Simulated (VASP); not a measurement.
# Bi2Se3 (R-3m) in VASP: further runs

Runs on Bi2Se3. Level: PBEsol. Tasks: single point, relaxation of cell and atoms.

All numbers are computed with VASP 6.6.1; they aren't measurements. Logs are shortened: lines on timing, memory, paths and dates and some standing lists are left out, and cuts for length are marked.

## Step 1: The cell of the first run

It takes space group R-3m (No. 166, trigonal). The conventional cell has a = 4.115 Å, b = 4.115 Å, c = 28.444 Å, α = 90.00°, β = 90.00°, γ = 120.00°. Within 3.7 Å of Bi (site symmetry 3m) lie 6 Se at 2.83 to 3.05 Å. Within 3.7 Å of Se (site symmetry 3m) lie 3 Bi at 2.83 Å and 3 Se at 3.49 Å. Se (site symmetry -3m) has 6 Bi at 3.05 Å and 12 Se at 4.12 to 4.20 Å within 4.2 Å.

## Step 2: Single point, PBEsol (27.81 Å³/atom)

INCAR

```
ALGO = Normal ; EDIFF = 1E-6
ENCUT = 520 ; GGA = PS
ISIF = 2 ; ISMEAR = -1
LASPH = T ; LCHARG = F
LREAL = F ; LWAVE = F
NBANDS = 32 ; NELM = 100
PREC = Accurate ; SIGMA = 0.05
```

KPOINTS

```
k-points
0
Gamma
  8 8 8
```

POSCAR

```
Bi2Se3
1.0
    2.0575968965      1.1879541221      9.4812687632
   -2.0575968965      1.1879541221      9.4812687632
    0.0000000000     -2.3759082442      9.4812687632
Bi Se
2 3
Direct
    0.5992000000      0.5992000000      0.5992000000
    0.4008000000      0.4008000000      0.4008000000
    0.7883000000      0.7883000000      0.7883000000
    0.2117000000      0.2117000000      0.2117000000
    0.0000000000      0.0000000000      0.0000000000
```

Potentials or basis: VASP PAW PBE potentials, release 64 (Bi_d, Se).

Run with:

```bash
> cat potpaw_PBE.64/Bi_d/POTCAR potpaw_PBE.64/Se/POTCAR > POTCAR
> mpirun -np 1 vasp_std > vasp.out
```

OUTCAR:

```text
EDIFF = 1E-6
   ENCUT = 520
   GGA = PS
   ISIF = 2
   ISMEAR = -1
   LASPH = T
   LREAL = F
   NELM = 100
   PREC = Accurate

 ion  position               nearest neighbor table
   1  0.599  0.599  0.599-   4 2.83   4 2.83   4 2.83   5 3.05   5 3.05   5 3.05
   2  0.401  0.401  0.401-   3 2.83   3 2.83   3 2.83   5 3.05   5 3.05   5 3.05
   3  0.788  0.788  0.788-   2 2.83   2 2.83   2 2.83
   4  0.212  0.212  0.212-   1 2.83   1 2.83   1 2.83
   5  0.000  0.000  0.000-   1 3.05   1 3.05   2 3.05   2 3.05   1 3.05   2 3.05

  LATTYP: Found a trigonal (rhomboedric) cell.
 ALAT       =     9.7744256785
 COS(alpha) =     0.9113725833

  Lattice vectors:

 A1 = (   2.0575968965,   1.1879541221,   9.4812687632)
 A2 = (  -2.0575968965,   1.1879541221,   9.4812687632)
 A3 = (   0.0000000000,  -2.3759082442,   9.4812687632)

Analysis of symmetry for initial positions (statically):
=====================================================================
 Subroutine PRICEL returns:
 Original cell was already a primitive cell.

 Routine SETGRP: Setting up the symmetry group for a
 trigonal (rhombohedral) supercell.

 Subroutine GETGRP returns: Found 12 space group operations
 (whereof 12 operations were pure point group operations)
 out of a pool of 12 trial point group operations.

The static configuration has the point symmetry D_3d.

Analysis of symmetry for dynamics (positions and initial velocities):
=====================================================================
 Subroutine PRICEL returns:
 Original cell was already a primitive cell.

 Routine SETGRP: Setting up the symmetry group for a
 trigonal (rhombohedral) supercell.

 Subroutine GETGRP returns: Found 12 space group operations
 (whereof 12 operations were pure point group operations)
 out of a pool of 12 trial point group operations.

The dynamic configuration has the point symmetry D_3d.

 Subroutine INISYM returns: Found 12 space group operations
 (whereof 12 operations are pure point group operations),
 and found     1 'primitive' translations

----------------------------------------------------------------------------------------

                                     Primitive cell

  volume of cell :     139.0521
[... 86 lines left out ...]
   PREC   = accura    normal or accurate (medium, high low for compatibility)
   ISTART =      0    job   : 0-new  1-cont  2-samecut
   ICHARG =      2    charge: 1-file 2-atom 10-const
   ISPIN  =      1    spin polarized calculation?
   LNONCOLLINEAR =      F non collinear calculations
   LSORBIT =      F    spin-orbit coupling
   LASPH  =      T    aspherical Exc in radial PAW
   ENCUT  =  520.0 eV  38.22 Ry    6.18 a.u.  18.17 18.17 18.17*2*pi/ulx,y,z
   NELM   =    100;   NELMIN=  2; NELMDL= -5     # of ELM steps
   EDIFF  = 0.1E-05   stopping-criterion for ELM
   LREAL  =      F    real-space projection
   EDIFFG = 0.1E-04   stopping-criterion for IOM
   NSW    =      0    number of steps for IOM
   IBRION =     -1    ionic relax: 0-MD 1-quasi-New 2-CG
   NFREE  =      0    steps in history (QN), initial steepest desc. (CG)
   ISIF   =      2    stress and relaxation
   ISYM   =      2    0-nonsym 1-usesym 2-fastsym
   POTIM  = 0.5000    time-step for ionic-motion
   TEBEG  =    0.0;   TEEND  =   0.0 temperature during run
   PSTRESS=    0.0 pullay stress
   NELECT =      48.0000    total number of electrons
   NUPDOWN=      -1.0000    fix difference up-down
   EMIN   =  10.00;   EMAX   =-10.00  energy-range for DOS
   EFERMI =   0.00;   METHOD = LEGACY
   ISMEAR =    -1;   SIGMA  =   0.05  broadening in eV -4-tet -1-fermi 0-gaus
   EFERMI_NEDOS =   21; number of points for ismear=-14 and -15
   IALGO  =     38    algorithm
   IMIX   =      4    mixing-type and parameters
     AMIX     =   0.40;   BMIX     =  1.00
     AMIX_MAG =   1.60;   BMIX_MAG =  1.00
  volume/ion in A,a.u.               =      27.81       187.67
  Fermi-wavevector in a.u.,A,eV,Ry     =   1.148407  2.170175 17.943905  1.318840
  Thomas-Fermi vector in A             =   2.285083
   LORBIT       =      0    0 simple, 1 ext, 2 COOP (PROOUT), +10 PAW based schemes
   GGA     = PS    functional components
   LHFCALC =     F    Hartree Fock is set to
   AEXX    =    0.0000 exact exchange contribution
   IVDW    =     0    specifies the selected vdW correction
   LEPSILON=     F    determine dielectric tensor
   LRPA    =     F    only Hartree local field effects (RPA)
 non-spin polarized calculation
  energy-cutoff  :      520.00
  volume of cell :      139.05
 maximum number of plane-waves:      3780
 NGX is ok and might be reduce to    80
   NGX = 37   NGY = 37   NGZ = 37

 number of electron      47.9999998 magnetization

 Free energy of the ion-electron system (eV)
  ---------------------------------------------------
  ext. energy  EPLUGINS =         0.00000000
  ---------------------------------------------------
  free energy    TOTEN  =       -22.04074278 eV

  energy without entropy =      -22.04040445  energy(sigma->0) =      -22.04057362

 E-fermi :   5.1423     XC(G=0):  -9.7726

 val. band max:        5.0805984041   @ k =   0.0000   0.0000   0.0000
 cond. band min:       5.1989695745   @ k =   0.0000   0.0000   0.0000
 fundamental gap:      0.1183711705
 Fermi energy:         5.1423135114

 k-point     1 :       0.0000    0.0000    0.0000
  band No.  band energies     occupation
      1     -17.9863      2.00000
      2     -17.9863      2.00000
      3     -17.9842      2.00000
      4     -17.9842      2.00000
      5     -17.9747      2.00000
      6     -17.9718      2.00000
[... 829 lines left out ...]
     31       9.5845      0.00000
     32      11.2499      0.00000

 [... further k-points ...]
[... 5 lines left out ...]
  --------------------------------------------------------------------------------------
  -------------------------------------------------------------------------------------
  Total        0.9198814      0.9198814      0.9111562      0.0000000     -0.0000000      0.0000000
  in kB       10.5989970     10.5989970     10.4984634      0.0000000     -0.0000000      0.0000000
  external PRESSURE =      10.5654858 kB  Pullay stress =       0.0000000 kB

 VOLUME and BASIS-vectors are now :
 -----------------------------------------------------------------------------
  energy-cutoff  :      520.00
  volume of cell :      139.05
      direct lattice vectors                 reciprocal lattice vectors
     2.057596897  1.187954122  9.481268763     0.243001922  0.140297225  0.035157039
    -2.057596897  1.187954122  9.481268763    -0.243001922  0.140297225  0.035157039
     0.000000000 -2.375908244  9.481268763     0.000000000 -0.280594450  0.035157039

 POSITION                                       TOTAL-FORCE (eV/Angst)
 -----------------------------------------------------------------------------------
      0.00000      0.00000     17.04353         0.000000     -0.000000      0.229170
      0.00000      0.00000     11.40028         0.000000      0.000000     -0.229170
      0.00000      0.00000     22.42225         0.000000      0.000000      0.240016
      0.00000      0.00000      6.02155         0.000000     -0.000000     -0.240016
      0.00000      0.00000      0.00000         0.000000      0.000000     -0.000000
 -----------------------------------------------------------------------------------
    total drift:                                0.000000      0.000000     -0.000000

  FREE ENERGIE OF THE ION-ELECTRON SYSTEM (eV)
  ---------------------------------------------------
  free  energy   TOTEN  =       -22.0407427842 eV

  energy  without entropy=      -22.0404044468  energy(sigma->0) =      -22.04057362
```

stdout:

```text
POSCAR found type information on POSCAR BiSe
 POSCAR found :  2 types and       5 ions
 scaLAPACK will be used
 -----------------------------------------------------------------------------
|                                                                             |
|                                                                             |
|     You enforced a specific xc type in the INCAR file but a different       |
|     I HOPE YOU KNOW WHAT YOU ARE DOING!                                     |
|                                                                             |
 -----------------------------------------------------------------------------

 LDA part: xc-table for (Slater+PW92), standard interpolation
 POSCAR, INCAR and KPOINTS ok, starting setup
 FFT: planning ... GRIDC
 FFT: planning ... GRID_SOFT
 FFT: planning ... GRID
 WAVECAR not read
 entering main loop
```

Wall time 13 min (1 thread of Intel Xeon 6975P-C (Granite Rapids), shared host); peak memory 1 GiB.

Results:

* Free energy: -22.0407 eV
* Pressure: 1.1 GPa
* Largest force: 0.240 eV/Å
* Band gap on the k mesh: 0.12 eV

Forces on the atoms (eV/Å):
```
Bi   0.000  0.000  0.229
Bi   0.000  0.000 -0.229
Se   0.000  0.000  0.240
Se   0.000  0.000 -0.240
Se   0.000  0.000  0.000
```

Levels at points of the mesh, in eV from the valence-band top:
```csv
k point,band 22,band 23,band 24,band 25,band 26,band 27
"(0.00, 0.00, 0.00)",-1.27,-1.27,0.00,0.12,1.34,1.34
"(0.50, 0.00, 0.00)",-2.26,-1.29,-0.58,0.75,1.88,2.88
"(0.50, 0.50, 0.00)",-1.97,-1.72,-1.05,1.26,1.88,2.59
"(0.50, 0.50, 0.50)",-1.44,-1.44,-0.48,0.56,1.66,1.66
```

Caveat: the PAW data sets were made with another functional, which shifts forces and pressure a little; spin-orbit coupling is left out, which moves the levels of the heavy elements. A k mesh can miss the band edges.

## Step 3: Single point, PBEsol

This run uses another cell than the first one, of 28.38 Å³/atom.

INCAR

```
SYSTEM = Bi2Se3
  ALGO = Normal
  EDIFF = 1E-6
  ENCUT = 520
  GGA = PS
  ISIF = 2
  ISMEAR = -1
  LASPH = .TRUE.
  LCHARG = .TRUE.
  LELF = .TRUE.
  LREAL = .FALSE.
  LVHAR = .TRUE.
  LWAVE = .FALSE.
  NBANDS = 32
  NELM = 60
  PREC = Accurate
  SIGMA = 0.05
```

KPOINTS

```
k-points
0
G
  8 8 8
  0 0 0
```

POSCAR, as its differences from that of step 2:

```diff
@@ -2,5 +2,5 @@
 1.0
-    2.0575968965      1.1879541221      9.4812687632
-   -2.0575968965      1.1879541221      9.4812687632
-    0.0000000000     -2.3759082442      9.4812687632
+    2.0715000000      1.1959810826      9.5453333333
+   -2.0715000000      1.1959810826      9.5453333333
+    0.0000000000     -2.3919621653      9.5453333333
 Bi Se
```

Potentials or basis: VASP PAW PBE potentials, release 64 (Bi_d, Se).

Run with:

```bash
> cat potpaw_PBE.64/Bi_d/POTCAR potpaw_PBE.64/Se/POTCAR > POTCAR
> mpirun -np 1 vasp_std > vasp.out
```

OUTCAR:

```text
SYSTEM = Bi2Se3
   EDIFF = 1E-6
   ENCUT = 520
   GGA = PS
   ISIF = 2
   ISMEAR = -1
   LASPH = .TRUE.
   LREAL = .FALSE.
   NELM = 60
   PREC = Accurate

 ion  position               nearest neighbor table
   1  0.599  0.599  0.599-   4 2.85   4 2.85   4 2.85   5 3.07   5 3.07   5 3.07
   2  0.401  0.401  0.401-   3 2.85   3 2.85   3 2.85   5 3.07   5 3.07   5 3.07
   3  0.788  0.788  0.788-   2 2.85   2 2.85   2 2.85
   4  0.212  0.212  0.212-   1 2.85   1 2.85   1 2.85
   5  0.000  0.000  0.000-   1 3.07   1 3.07   2 3.07   2 3.07   1 3.07   2 3.07
[... 1045 lines left out ...]
  -------------------------------------------------------------------------------------
  Total       -0.2475888     -0.2475888     -0.2283215      0.0000000      0.0000000      0.0000000
  in kB       -2.7956958     -2.7956958     -2.5781362      0.0000000      0.0000000      0.0000000
  external PRESSURE =      -2.7231760 kB  Pullay stress =       0.0000000 kB

 VOLUME and BASIS-vectors are now :
 -----------------------------------------------------------------------------
  energy-cutoff  :      520.00
  volume of cell :      141.89
      direct lattice vectors                 reciprocal lattice vectors
     2.071500000  1.195981083  9.545333333     0.241370987  0.139355604  0.034921078
    -2.071500000  1.195981083  9.545333333    -0.241370987  0.139355604  0.034921078
     0.000000000 -2.391962165  9.545333333     0.000000000 -0.278711209  0.034921078

 POSITION                                       TOTAL-FORCE (eV/Angst)
 -----------------------------------------------------------------------------------
      0.00000     -0.00000     17.15869         0.000000     -0.000000      0.166108
      0.00000     -0.00000     11.47731         0.000000      0.000000     -0.166108
      0.00000     -0.00000     22.57376         0.000000     -0.000000      0.078186
      0.00000     -0.00000      6.06224         0.000000      0.000000     -0.078186
      0.00000      0.00000      0.00000         0.000000      0.000000      0.000000
 -----------------------------------------------------------------------------------
    total drift:                                0.000000      0.000000     -0.000000

  FREE ENERGIE OF THE ION-ELECTRON SYSTEM (eV)
  ---------------------------------------------------
  free  energy   TOTEN  =       -22.0482177784 eV

  energy  without entropy=      -22.0478993914  energy(sigma->0) =      -22.04805858
```

Run time: 13 min. Hardware: 1 thread of Intel Xeon 6975P-C (Granite Rapids), shared host; peak memory 1 GiB.

Results:

```
Free energy            : -22.0482 eV
Pressure               : -0.3 GPa
Largest force          : 0.166 eV/Å
Band gap on the k mesh : 0.14 eV
```

Forces in eV/Å, atoms in the order of the input:
```
Bi   0.000  0.000  0.166
Bi   0.000  0.000 -0.166
Se   0.000  0.000  0.078
Se   0.000  0.000 -0.078
Se   0.000  0.000  0.000
```

Caveat: the PAW data sets were made with another functional, which shifts forces and pressure a little; spin-orbit coupling is left out, which moves the levels of the heavy elements. A k mesh can miss the band edges.

(Part 1 of 2 ends here.)
